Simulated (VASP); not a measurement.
# AlCrC4N4 (P-43m) in VASP: single point with PBE

Aim: the single point of AlCrC4N4 with PBE.

Program: VASP 6.6.1. These are calculated values, not measurements. Logs are shortened: lines on timing, memory, paths and dates and some standing lists are left out, and cuts for length are marked.

## Step 1: The cell of the first run

It takes space group P-43m (No. 215, cubic). Conventional cell: a = 5.955 Å, b = 5.955 Å, c = 5.955 Å, α = 90.00°, β = 90.00°, γ = 90.00°. Al (site symmetry -43m) has 4 C at 1.97 Å within 2.6 Å. Cr (site symmetry -43m) has 4 N at 2.02 Å within 2.7 Å. C (site symmetry 3m) has 1 N at 1.17 Å within 1.6 Å. N (site symmetry 3m) has 1 C at 1.17 Å within 1.6 Å.

## Step 2: Single point, PBE, collinear spin, ferromagnetic start

File INCAR:

```
ALGO = Normal
EDIFF = 1E-6
ENCUT = 520
GGA = PE
ISIF = 2
ISMEAR = 0
ISPIN = 2
LASPH = T
LCHARG = F
LMAXMIX = 4
LORBIT = 11
LREAL = F
LWAVE = F
MAGMOM = 0 3.3 0 0 0 0 0 0 0 0
NBANDS = 40
NELM = 150
PREC = Accurate
SIGMA = 0.02
```

File KPOINTS:

```
k-points
0
Gamma
  6 6 6
```

File POSCAR:

```
AlCrC4N4
1.0
    5.9545307919      0.0000000000      0.0000000000
    0.0000000000      5.9545307919      0.0000000000
    0.0000000000      0.0000000000      5.9545307919
Al Cr C N
1 1 4 4
Direct
    0.0000000000      0.0000000000      0.0000000000
    0.5000000000      0.5000000000      0.5000000000
    0.1908108813      0.1908108813      0.1908108813
    0.1908108813      0.8091891187      0.8091891187
    0.8091891187      0.1908108813      0.8091891187
    0.8091891187      0.8091891187      0.1908108813
    0.3043879856      0.3043879856      0.3043879856
    0.3043879856      0.6956120144      0.6956120144
    0.6956120144      0.3043879856      0.6956120144
    0.6956120144      0.6956120144      0.3043879856
```

Potentials or basis: VASP PAW PBE potentials, release 64 (Al, Cr_pv, C, N).

On the command line:

```console
$ cat potpaw_PBE.64/Al/POTCAR potpaw_PBE.64/Cr_pv/POTCAR potpaw_PBE.64/C/POTCAR potpaw_PBE.64/N/POTCAR > POTCAR
$ mpirun -np 1 vasp_std > vasp.out
```

OUTCAR:

```text
EDIFF = 1E-6
   ENCUT = 520
   GGA = PE
   ISIF = 2
   ISMEAR = 0
   ISPIN = 2
   LASPH = T
   LORBIT = 11
   LREAL = F
   NELM = 150
   PREC = Accurate

 ion  position               nearest neighbor table
   1  0.000  0.000  0.000-   3 1.97   4 1.97   5 1.97   6 1.97
   2  0.500  0.500  0.500-   7 2.02   8 2.02   9 2.02  10 2.02
   3  0.191  0.191  0.191-   7 1.17   1 1.97
   4  0.191  0.809  0.809-   8 1.17   1 1.97
   5  0.809  0.191  0.809-   9 1.17   1 1.97
   6  0.809  0.809  0.191-  10 1.17   1 1.97
   7  0.304  0.304  0.304-   3 1.17   2 2.02
   8  0.304  0.696  0.696-   4 1.17   2 2.02
   9  0.696  0.304  0.696-   5 1.17   2 2.02
  10  0.696  0.696  0.304-   6 1.17   2 2.02

  LATTYP: Found a simple cubic cell.
 ALAT       =     5.9545307919

  Lattice vectors:

 A1 = (   5.9545307919,   0.0000000000,   0.0000000000)
 A2 = (   0.0000000000,   5.9545307919,   0.0000000000)
 A3 = (   0.0000000000,   0.0000000000,   5.9545307919)

Analysis of symmetry for initial positions (statically):
=====================================================================
 Subroutine PRICEL returns:
 Original cell was already a primitive cell.

 Routine SETGRP: Setting up the symmetry group for a
 simple cubic supercell.

 Subroutine GETGRP returns: Found 24 space group operations
 (whereof 24 operations were pure point group operations)
 out of a pool of 48 trial point group operations.

The static configuration has the point symmetry T_d .

Analysis of symmetry for dynamics (positions and initial velocities):
=====================================================================
 Subroutine PRICEL returns:
 Original cell was already a primitive cell.

 Routine SETGRP: Setting up the symmetry group for a
 simple cubic supercell.

 Subroutine GETGRP returns: Found 24 space group operations
 (whereof 24 operations were pure point group operations)
 out of a pool of 48 trial point group operations.

The dynamic configuration has the point symmetry T_d .

Analysis of structural, dynamic, and magnetic symmetry:
=====================================================================
 Subroutine PRICEL returns:
 Original cell was already a primitive cell.

 Routine SETGRP: Setting up the symmetry group for a
 simple cubic supercell.

 Subroutine GETGRP returns: Found 24 space group operations
 (whereof 24 operations were pure point group operations)
 out of a pool of 48 trial point group operations.

The overall configuration has the point symmetry T_d .
[... 158 lines left out ...]

 E-fermi :   0.7190     XC(G=0):  -6.9864

 val. band max:        0.7190129725   @ k =   0.5000   0.3333   0.1667
 cond. band min:       0.7212319316   @ k =   0.5000   0.0000   0.0000
 fundamental gap:      0.0022189591
 Fermi energy:         0.7190369174

 spin component 1

 k-point     1 :       0.0000    0.0000    0.0000
  band No.  band energies     occupation
      1     -42.8376      1.00000
      2     -42.8376      1.00000
      3     -42.8375      1.00000
      4     -18.4952      1.00000
      5     -18.3843      1.00000
      6     -18.3843      1.00000
[... 789 lines left out ...]
     36       4.4285      0.00000
     37       6.3407      0.00000
 Fermi energy:         0.7190369174

 spin component 2

 k-point     1 :       0.0000    0.0000    0.0000
  band No.  band energies     occupation
      1     -42.0667      1.00000
      2     -42.0667      1.00000
      3     -42.0666      1.00000
      4     -18.4887      1.00000
      5     -18.3788      1.00000
      6     -18.3788      1.00000
[... 789 lines left out ...]
     36       4.4799      0.00000
     37       6.4457      0.00000
 [bands above 37 left out]

------------------------ aborting loop because EDIFF is reached ----------------------------------------

  FORCE on cell =-STRESS in cart. coord.  units (eV):
  Direction    XX          YY          ZZ          XY          YZ          ZX
  --------------------------------------------------------------------------------------
  -------------------------------------------------------------------------------------
  Total       -3.0249303     -3.0249303     -3.0249303      0.0000000     -0.0000000      0.0000000
  in kB      -22.9553186    -22.9553186    -22.9553186      0.0000000     -0.0000000      0.0000000
  external PRESSURE =     -22.9553186 kB  Pullay stress =       0.0000000 kB

 VOLUME and BASIS-vectors are now :
 -----------------------------------------------------------------------------
  energy-cutoff  :      520.00
  volume of cell :      211.13
      direct lattice vectors                 reciprocal lattice vectors
     5.954530792  0.000000000  0.000000000     0.167939345  0.000000000  0.000000000
     0.000000000  5.954530792  0.000000000     0.000000000  0.167939345  0.000000000
     0.000000000  0.000000000  5.954530792     0.000000000  0.000000000  0.167939345

 POSITION                                       TOTAL-FORCE (eV/Angst)
 -----------------------------------------------------------------------------------
      0.00000      0.00000      0.00000        -0.000000     -0.000000     -0.000000
      2.97727      2.97727      2.97727        -0.000000     -0.000000     -0.000000
      1.13619      1.13619      1.13619        -0.489200     -0.489200     -0.489200
      1.13619      4.81834      4.81834        -0.489200      0.489200      0.489200
      4.81834      1.13619      4.81834         0.489200     -0.489200      0.489200
      4.81834      4.81834      1.13619         0.489200      0.489200     -0.489200
      1.81249      1.81249      1.81249         1.245486      1.245486      1.245486
      1.81249      4.14204      4.14204         1.245486     -1.245486     -1.245486
      4.14204      1.81249      4.14204        -1.245486      1.245486     -1.245486
      4.14204      4.14204      1.81249        -1.245486     -1.245486      1.245486
 -----------------------------------------------------------------------------------
    total drift:                               -0.000000     -0.000000     -0.000000

  FREE ENERGIE OF THE ION-ELECTRON SYSTEM (eV)
  ---------------------------------------------------
  free  energy   TOTEN  =       -79.7858445307 eV

  energy  without entropy=      -79.7828035364  energy(sigma->0) =      -79.78432403

 total charge

# of ion       s       p       d       tot
------------------------------------------
    1        0.353   0.429   0.000   0.781
    2        0.244   6.235   4.153  10.632
    3        0.947   1.680   0.000   2.627
    4        0.947   1.680   0.000   2.627
    5        0.947   1.680   0.000   2.627
    6        0.947   1.680   0.000   2.627
    7        1.300   2.566   0.000   3.866
    8        1.300   2.566   0.000   3.866
    9        1.300   2.566   0.000   3.866
   10        1.300   2.566   0.000   3.866
--------------------------------------------------
tot          9.586  23.649   4.153  37.388

 magnetization (x)

# of ion       s       p       d       tot
------------------------------------------
    1       -0.000   0.001   0.000   0.001
    2        0.005   0.024   0.690   0.720
    3        0.002   0.019   0.000   0.021
    4        0.002   0.019   0.000   0.021
    5        0.002   0.019   0.000   0.021
    6        0.002   0.019   0.000   0.021
    7       -0.001  -0.009   0.000  -0.010
    8       -0.001  -0.009   0.000  -0.010
    9       -0.001  -0.009   0.000  -0.010
   10       -0.001  -0.009   0.000  -0.010
--------------------------------------------------
tot          0.009   0.064   0.690   0.763
```

OSZICAR:

```text
N       E                     dE             d eps       ncg     rms          rms(c)
DAV:   1     0.334351093229E+03    0.33435E+03   -0.23763E+04  3544   0.108E+03
DAV:   2    -0.535350228555E+02   -0.38789E+03   -0.37359E+03  3920   0.274E+02
DAV:   3    -0.923802391971E+02   -0.38845E+02   -0.37882E+02  4160   0.878E+01
DAV:   4    -0.933137920608E+02   -0.93355E+00   -0.92309E+00  3928   0.150E+01
DAV:   5    -0.933367336980E+02   -0.22942E-01   -0.22904E-01  4512   0.204E+00    0.328E+01
DAV:   6    -0.118595299182E+03   -0.25259E+02   -0.16388E+02  3680   0.688E+01    0.889E+01
DAV:   7    -0.804407792108E+02    0.38155E+02   -0.64134E+01  3736   0.806E+01    0.139E+01
DAV:   8    -0.799853114699E+02    0.45547E+00   -0.75993E+00  3816   0.145E+01    0.678E+00
DAV:   9    -0.798136095702E+02    0.17170E+00   -0.75622E-01  4328   0.369E+00    0.403E+00
DAV:  10    -0.797763223260E+02    0.37287E-01   -0.24863E-01  3816   0.286E+00    0.127E+00
DAV:  11    -0.797826642899E+02   -0.63420E-02   -0.20392E-02  3728   0.821E-01    0.567E-01
DAV:  12    -0.797843478444E+02   -0.16836E-02   -0.47491E-03  3912   0.362E-01    0.343E-01
DAV:  13    -0.797853668671E+02   -0.10190E-02   -0.76415E-04  3912   0.153E-01    0.213E-01
DAV:  14    -0.797857036808E+02   -0.33681E-03   -0.16537E-04  3952   0.679E-02    0.128E-01
DAV:  15    -0.797858326097E+02   -0.12893E-03   -0.12027E-04  3856   0.521E-02    0.499E-02
DAV:  16    -0.797858417652E+02   -0.91555E-05   -0.14786E-05  4168   0.187E-02    0.285E-02
DAV:  17    -0.797858438485E+02   -0.20833E-05   -0.34037E-06  3504   0.949E-03    0.145E-02
DAV:  18    -0.797858445307E+02   -0.68223E-06   -0.11852E-06  3168   0.596E-03
   1 F= -.79785845E+02 E0= -.79784324E+02  d E =-.304099E-02  mag=     1.0024
```

Run time: 7.9 min. Hardware: 1 thread of Intel Xeon Platinum 8259CL at 2.50GHz (Skylake/Cascade Lake), shared host; peak memory 0.54 GiB.

What came out:

- Free energy: -79.7858 eV
- Pressure: -2.3 GPa
- Largest force: 2.157 eV/Å
- Band gap on the k mesh: zero (filled and empty bands overlap)
- Net moment: 1.00 μB per cell
- Site moments: Al +0.00; Cr +0.72; C +0.02; N -0.01 μB
- Valence electrons inside the program's atomic spheres: Al 0.78; Cr 10.63; C 2.63; N 3.87

Forces on the atoms (eV/Å):
```
Al   0.000  0.000  0.000
Cr   0.000  0.000  0.000
C   -0.489 -0.489 -0.489
C   -0.489  0.489  0.489
C    0.489 -0.489  0.489
C    0.489  0.489 -0.489
N    1.245  1.245  1.245
N    1.245 -1.245 -1.245
N   -1.245  1.245 -1.245
N   -1.245 -1.245  1.245
```

Levels at points of the mesh, in eV from the Fermi level:
Spin up:
```
           k point  band 24  band 25  band 26  band 27  band 28  band 29
(0.00, 0.00, 0.00)    -0.64    -0.64    -0.29    -0.29    -0.29     2.06
(0.50, 0.00, 0.00)    -0.68    -0.40     0.00     0.11     0.11     1.68
(0.50, 0.50, 0.00)    -0.65    -0.42    -0.03     0.24     0.24     1.72
(0.50, 0.50, 0.50)    -0.61    -0.61    -0.02    -0.02    -0.02     2.14
```
Spin down:
```csv
k point,band 22,band 23,band 24,band 25,band 26,band 27,band 28,band 29
"(0.00, 0.00, 0.00)",-5.02,-5.02,-0.30,-0.30,0.20,0.20,0.20,2.47
"(0.50, 0.00, 0.00)",-5.01,-5.01,-0.35,-0.02,0.60,0.69,0.69,1.89
"(0.50, 0.50, 0.00)",-5.03,-5.03,-0.32,-0.04,0.56,0.93,0.93,1.79
"(0.50, 0.50, 0.50)",-4.90,-4.90,-0.27,-0.27,0.56,0.56,0.56,2.42
```

Caveat: a cell with one magnetic atom can't hold antiferromagnetic order, which such compounds often take; forces of over 1 eV/Å act on the atoms, so gaps and moduli don't describe the material at rest. With open d or f shells a metallic result of PBE can be an artefact of self-interaction; +U or a hybrid may open a gap.
